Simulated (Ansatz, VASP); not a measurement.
One calculation of Ni, two programs

```
Ni
1.0
     0.00000    3.53590    3.53590
     1.76795    0.00000    1.76795
     1.76795    1.76795    0.00000
Ni
2
Cartesian
  0.0000 0.0000 0.0000
  0.0000 1.7679 1.7679
```

Alike in both runs: task single point; functional PBEsol; k mesh 7 × 14 × 14; occupations fermi-dirac, width 0.1 eV; no spin polarisation.

```csv
,VASP,Ansatz
version,VASP 6.6.1,Ansatz 0.2.0
potentials or method,"VASP PAW PBE potentials, release 64 (Ni), cutoff 520 eV","PAW, plane waves, scalar-relativistic"
valence electrons in the cell,20,36
```

Ansatz gave:

- pressure (GPa): -13.0

**Question.** Estimate VASP's values.

**Answer.** Pressure (GPa): -12.7.

VASP's potentials were made for PBE, not for PBEsol. VASP's potentials hold 20 valence electrons a cell and Ansatz's 36, so a difference there can come from the potentials and not from the codes.
